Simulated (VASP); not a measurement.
# CrGa7Sb8 (P1) in VASP: single point with PBEsol

Aim: the single point of CrGa7Sb8 with PBEsol.

Program: VASP 6.6.1. These are calculated values, not measurements. Logs are shortened: lines on timing, memory, paths and dates and some standing lists are left out, and cuts for length are marked.

**1. The cell of the first run**

The typed cell holds 16 atoms: a = 8.652 Å, b = 8.652 Å, c = 8.652 Å, α = 60.00°, β = 60.00°, γ = 60.00°.

**2. Single point, PBEsol**

INCAR reads:

```
  PREC = Accurate
  ENCUT = 520
  EDIFF = 1E-6
  ISMEAR = 0
  SIGMA = 0.05
  LREAL = Auto
  LASPH = T
  NELM = 60
  ALGO = Normal
  ISIF = 2
  LWAVE = F
  LCHARG = T
  GGA = PS
  LELF = T
  LVHAR = T
  NBANDS = 86
```

KPOINTS reads:

```
Automatic mesh
0
Gamma
  3 3 3
```

POSCAR reads:

```
CrGa7Sb8
1.0
    0.0000000000      6.1180000000      6.1180000000
    6.1180000000      0.0000000000      6.1180000000
    6.1180000000      6.1180000000      0.0000000000
Cr Ga Sb
1 7 8
Direct
    0.0010533357      0.0000009074      0.9990679240
    0.0033466132      0.0011448898      0.4970836996
    0.0032566270      0.4976520480      0.0011971867
    0.0030309928      0.4981286775      0.4974581551
    0.4999644304      0.0011479733      0.0010413025
    0.4989466881      0.0016780725      0.4976960188
    0.4993660384      0.4979114821      0.0009568121
    0.5017900508      0.4993230904      0.4990949373
    0.1271291453      0.1248997006      0.1244448664
    0.1262536252      0.1254149386      0.6227262773
    0.1265515795      0.6236514802      0.1246635761
    0.1258602700      0.6246568745      0.6246097502
    0.6246987749      0.1251436711      0.1250526182
    0.6268235010      0.1234528716      0.6245277584
    0.6268082796      0.6246967244      0.1232632179
    0.6264768039      0.6251349995      0.6244963327
```

Potentials or basis: VASP PAW PBE potentials, release 64 (Cr_pv, Ga_d, Sb).

Started as:

```bash
$ cat potpaw_PBE.64/Cr_pv/POTCAR potpaw_PBE.64/Ga_d/POTCAR potpaw_PBE.64/Sb/POTCAR > POTCAR
$ mpirun -np 1 vasp_std > vasp.out
```

OUTCAR:

```text
PREC = Accurate
   ENCUT = 520
   EDIFF = 1E-6
   ISMEAR = 0
   LREAL = Auto
   LASPH = T
   NELM = 60
   ISIF = 2
   GGA = PS

 ion  position               nearest neighbor table
   1  0.001  0.000  0.999-  10 2.66  11 2.66   9 2.66  13 2.66
   2  0.003  0.001  0.497-   9 2.63  10 2.63  12 2.66  14 2.66
   3  0.003  0.498  0.001-   9 2.63  11 2.63  15 2.66  12 2.66
   4  0.003  0.498  0.497-  10 2.63  11 2.63  12 2.66  16 2.66
   5  0.500  0.001  0.001-  13 2.63   9 2.63  15 2.66  14 2.66
   6  0.499  0.002  0.498-  13 2.63  10 2.63  14 2.66  16 2.66
[... 8 lines left out ...]
  15  0.627  0.625  0.123-   8 2.66   3 2.66   5 2.66   7 2.66
  16  0.626  0.625  0.624-   8 2.66   7 2.66   6 2.66   4 2.66

  LATTYP: Found a face centered cubic cell.
 ALAT       =    12.2360000000

  Lattice vectors:

 A1 = (   0.0000000000,   6.1180000000,   6.1180000000)
 A2 = (   6.1180000000,   0.0000000000,   6.1180000000)
 A3 = (   6.1180000000,   6.1180000000,   0.0000000000)

Analysis of symmetry for initial positions (statically):
=====================================================================
 Subroutine PRICEL returns:
 Original cell was already a primitive cell.

 Routine SETGRP: Setting up the symmetry group for a
 face centered cubic supercell.

 Subroutine GETGRP returns: Found  1 space group operations
 (whereof  1 operations were pure point group operations)
 out of a pool of 48 trial point group operations.

The static configuration has the point symmetry C_1 .

Analysis of symmetry for dynamics (positions and initial velocities):
=====================================================================
 Subroutine PRICEL returns:
 Original cell was already a primitive cell.

 Routine SETGRP: Setting up the symmetry group for a
 face centered cubic supercell.

 Subroutine GETGRP returns: Found  1 space group operations
 (whereof  1 operations were pure point group operations)
 out of a pool of 48 trial point group operations.

The dynamic configuration has the point symmetry C_1 .

 Subroutine INISYM returns: Found  1 space group operations
 (whereof  1 operations are pure point group operations),
 and found     1 'primitive' translations

----------------------------------------------------------------------------------------

                                     Primitive cell

  volume of cell :     457.9926

  direct lattice vectors                    reciprocal lattice vectors
     0.000000000  6.118000000  6.118000000    -0.081726054  0.081726054  0.081726054
     6.118000000  0.000000000  6.118000000     0.081726054 -0.081726054  0.081726054
     6.118000000  6.118000000  0.000000000     0.081726054  0.081726054 -0.081726054

  length of vectors
     8.652158575  8.652158575  8.652158575     0.141553678  0.141553678  0.141553678

  position of ions in fractional coordinates (direct lattice)
     0.001053336  0.000000907  0.999067924
     0.003346613  0.001144890  0.497083700
     0.003256627  0.497652048  0.001197187
     0.003030993  0.498128677  0.497458155
     0.499964430  0.001147973  0.001041302
     0.498946688  0.001678072  0.497696019
[... 8 lines left out ...]
     0.626808280  0.624696724  0.123263218
     0.626476804  0.625134999  0.624496333

  ion indices of the primitive-cell ions
   primitive index   ion index
                 1           1
                 2           2
                 3           3
                 4           4
                 5           5
                 6           6
[... 8 lines left out ...]
                15          15
                16          16

----------------------------------------------------------------------------------------

 KPOINTS: Automatic mesh

Automatic generation of k-mesh.
 Grid dimensions read from file:
 generate k-points for:    3    3    3

 Generating k-lattice:

  Cartesian coordinates                     Fractional coordinates (reciprocal lattice)
    -0.027242018  0.027242018  0.027242018     0.333333333  0.000000000  0.000000000
     0.027242018 -0.027242018  0.027242018     0.000000000  0.333333333  0.000000000
     0.027242018  0.027242018 -0.027242018     0.000000000  0.000000000  0.333333333

  Length of vectors
     0.047184559  0.047184559  0.047184559

  Shift w.r.t. Gamma in fractional coordinates (k-lattice)
     0.000000000  0.000000000  0.000000000

 Subroutine IBZKPT returns following result:
 ===========================================

 Found     14 irreducible k-points:

 Following reciprocal coordinates:
            Coordinates               Weight
  0.000000  0.000000  0.000000      1.000000
  0.333333  0.000000  0.000000      2.000000
  0.000000  0.333333  0.000000      2.000000
  0.000000  0.000000  0.333333      2.000000
  0.333333  0.333333  0.333333      2.000000
  0.333333  0.333333  0.000000      2.000000
  0.000000  0.333333  0.333333      2.000000
  0.333333  0.000000  0.333333      2.000000
 -0.333333  0.333333  0.000000      2.000000
  0.000000 -0.333333  0.333333      2.000000
  0.333333  0.000000 -0.333333      2.000000
  0.333333  0.333333 -0.333333      2.000000
 -0.333333  0.333333 -0.333333      2.000000
  0.333333 -0.333333 -0.333333      2.000000
   k-points           NKPTS =     14   k-points in BZ     NKDIM =     14   number of bands    NBANDS=     86
   number of dos      NEDOS =    301   number of ions     NIONS =     16
   total plane-waves  NPLWV = 262144
   dimension x,y,z NGX =    64 NGY =   64 NGZ =   64
   dimension x,y,z NGXF=   128 NGYF=  128 NGZF=  128
   ions per type =               1   7   8
   NGX,Y,Z   is equivalent  to a cutoff of  12.30, 12.30, 12.30 a.u.
   NGXF,Y,Z  is equivalent  to a cutoff of  24.59, 24.59, 24.59 a.u.
 SYSTEM =  unknown system
   PREC   = accura    normal or accurate (medium, high low for compatibility)
   ISTART =      0    job   : 0-new  1-cont  2-samecut
   ICHARG =      2    charge: 1-file 2-atom 10-const
   ISPIN  =      1    spin polarized calculation?
   LNONCOLLINEAR =      F non collinear calculations
   LSORBIT =      F    spin-orbit coupling
   LASPH  =      T    aspherical Exc in radial PAW
   ENCUT  =  520.0 eV  38.22 Ry    6.18 a.u.  16.09 16.09 16.09*2*pi/ulx,y,z
   NELM   =     60;   NELMIN=  2; NELMDL= -5     # of ELM steps
   EDIFF  = 0.1E-05   stopping-criterion for ELM
   LREAL  =      T    real-space projection
   EDIFFG = 0.1E-04   stopping-criterion for IOM
   NSW    =      0    number of steps for IOM
   IBRION =     -1    ionic relax: 0-MD 1-quasi-New 2-CG
   NFREE  =      0    steps in history (QN), initial steepest desc. (CG)
   ISIF   =      2    stress and relaxation
   ISYM   =      2    0-nonsym 1-usesym 2-fastsym
   POTIM  = 0.5000    time-step for ionic-motion
   TEBEG  =    0.0;   TEEND  =   0.0 temperature during run
   PSTRESS=    0.0 pullay stress
   NELECT =     143.0000    total number of electrons
   NUPDOWN=      -1.0000    fix difference up-down
   EMIN   =  10.00;   EMAX   =-10.00  energy-range for DOS
   EFERMI =   0.00;   METHOD = LEGACY
   ISMEAR =     0;   SIGMA  =   0.05  broadening in eV -4-tet -1-fermi 0-gaus
   EFERMI_NEDOS =   21; number of points for ismear=-14 and -15
   IALGO  =     38    algorithm
   IMIX   =      4    mixing-type and parameters
     AMIX     =   0.40;   BMIX     =  1.00
     AMIX_MAG =   1.60;   BMIX_MAG =  1.00
  volume/ion in A,a.u.               =      28.62       193.17
  Fermi-wavevector in a.u.,A,eV,Ry     =   1.110625  2.098777 16.782616  1.233487
  Thomas-Fermi vector in A             =   2.247179
   LORBIT       =      0    0 simple, 1 ext, 2 COOP (PROOUT), +10 PAW based schemes
   GGA     = PS    functional components
   LHFCALC =     F    Hartree Fock is set to
   AEXX    =    0.0000 exact exchange contribution
   IVDW    =     0    specifies the selected vdW correction
   LEPSILON=     F    determine dielectric tensor
   LRPA    =     F    only Hartree local field effects (RPA)
 non-spin polarized calculation
 Gauss-broadening in eV      SIGMA  =   0.05
  energy-cutoff  :      520.00
  volume of cell :      457.99
 maximum number of plane-waves:     12339
   NGX = 33   NGY = 33   NGZ = 33

 number of electron     142.9999985 magnetization

 Free energy of the ion-electron system (eV)
  ---------------------------------------------------
  ext. energy  EPLUGINS =         0.00000000
  ---------------------------------------------------
  free energy    TOTEN  =       -68.65042344 eV

  energy without entropy =      -68.63785094  energy(sigma->0) =      -68.64413719

 E-fermi :   4.6308     XC(G=0):  -9.2741

 val. band max:        4.5250048683   @ k =   0.0000   0.3333   0.0000
 cond. band min:       4.6423038811   @ k =   0.3333   0.0000  -0.3333
 fundamental gap:      0.1172990127
 Fermi energy:         4.6307922981

 k-point     1 :       0.0000    0.0000    0.0000
  band No.  band energies     occupation
      1     -38.0636      2.00000
      2     -38.0629      2.00000
      3     -38.0621      2.00000
      4     -10.3492      2.00000
      5     -10.3488      2.00000
      6     -10.3485      2.00000
[... 75 lines left out ...]
     82       6.0966      0.00000
     83       6.4992      0.00000

 k-point     2 :       0.3333    0.0000    0.0000
  band No.  band energies     occupation
      1     -38.0636      2.00000
      2     -38.0629      2.00000
      3     -38.0621      2.00000
      4     -10.3500      2.00000
      5     -10.3447      2.00000
      6     -10.3443      2.00000
[... 75 lines left out ...]
     82       6.7843      0.00000
     83       7.4498      0.00000
[... 944 lines left out ...]
     82       7.6693      0.00000
     83       7.7464      0.00000

 k-point    14 :       0.3333   -0.3333   -0.3333
  band No.  band energies     occupation
      1     -38.0636      2.00000
      2     -38.0629      2.00000
      3     -38.0621      2.00000
      4     -10.3482      2.00000
      5     -10.3446      2.00000
      6     -10.3426      2.00000
[... 75 lines left out ...]
     82       7.6700      0.00000
     83       7.7463      0.00000
 [bands above 83 left out]

------------------------ aborting loop because EDIFF is reached ----------------------------------------

  FORCE on cell =-STRESS in cart. coord.  units (eV):
  Direction    XX          YY          ZZ          XY          YZ          ZX
  --------------------------------------------------------------------------------------
  -------------------------------------------------------------------------------------
  Total       -2.8325173     -2.8503737     -2.8387551      0.0058952     -0.0117508     -0.0062088
  in kB       -9.9088838     -9.9713501     -9.9307054      0.0206230     -0.0411075     -0.0217200
  external PRESSURE =      -9.9369798 kB  Pullay stress =       0.0000000 kB

 VOLUME and BASIS-vectors are now :
 -----------------------------------------------------------------------------
  energy-cutoff  :      520.00
  volume of cell :      457.99
      direct lattice vectors                 reciprocal lattice vectors
     0.000000000  6.118000000  6.118000000    -0.081726054  0.081726054  0.081726054
     6.118000000  0.000000000  6.118000000     0.081726054 -0.081726054  0.081726054
     6.118000000  6.118000000  0.000000000     0.081726054  0.081726054 -0.081726054

 POSITION                                       TOTAL-FORCE (eV/Angst)
 -----------------------------------------------------------------------------------
      6.11230      6.11874      0.00645         0.000014      0.005329     -0.004226
      3.04816      3.06163      0.02748         0.004051      0.004769     -0.277003
      3.05196      0.02725      3.06456        -0.002789     -0.276608      0.003791
      6.09100      3.06199      3.06609         0.277138     -0.001105      0.001564
      0.01339      3.06515      3.06581        -0.273780     -0.003313     -0.001249
      3.05517      6.09746      3.06282        -0.000114      0.280930     -0.002769
[... 8 lines left out ...]
      4.57602      4.58894      7.65671         0.033883      0.030591     -0.033430
      7.64524      7.65345      7.65736        -0.034344     -0.030545     -0.030766
 -----------------------------------------------------------------------------------
    total drift:                                0.000384      0.001785     -0.002799

  FREE ENERGIE OF THE ION-ELECTRON SYSTEM (eV)
  ---------------------------------------------------
  free  energy   TOTEN  =       -68.6504234368 eV

  energy  without entropy=      -68.6378509443  energy(sigma->0) =      -68.64413719
```

Wall time 26 min (1 thread of Intel Xeon Platinum 8259CL at 2.50GHz (Skylake/Cascade Lake), shared host); peak memory 0.76 GiB.

What came out:

```
Free energy            : -68.6504 eV
Pressure               : -1.0 GPa
Largest force          : 1.046 eV/Å
Band gap on the k mesh : zero (an odd number of electrons rules out a gap without spin polarisation)
```

Forces on the atoms (eV/Å):
```
Cr   0.000  0.005 -0.004
Ga   0.004  0.005 -0.277
Ga  -0.003 -0.277  0.004
Ga   0.277 -0.001  0.002
Ga  -0.274 -0.003 -0.001
Ga   0.000  0.281 -0.003
Ga   0.002  0.000  0.275
Ga   0.004  0.000 -0.001
Sb  -0.602 -0.605 -0.599
Sb   0.600  0.601 -0.602
Sb   0.599 -0.599  0.601
Sb  -0.034  0.030  0.031
Sb  -0.607  0.597  0.607
Sb   0.035 -0.033  0.033
Sb   0.034  0.031 -0.033
Sb  -0.034 -0.031 -0.031
```

Levels at points of the mesh, in eV from the Fermi level:
| k point | band 69 | band 70 | band 71 | band 72 | band 73 | band 74 |
| --- | --- | --- | --- | --- | --- | --- |
| (0.00, 0.00, 0.00) | -0.30 | -0.30 | -0.29 | -0.29 | 0.18 | 0.51 |

Caveat: the PAW data sets were made with another functional, which shifts forces and pressure a little; spin-orbit coupling is left out, which moves the levels of the heavy elements; an odd number of electrons without spin polarisation forces a metal; a magnetic or distorted state may lie lower; the run has no spin polarisation, though such a crystal can be magnetic. Spin polarisation is off, so any magnetic state and its effect on volume and gap are missing.

The gap in the log of VASP goes by the Fermi energy; the results here count the filled bands.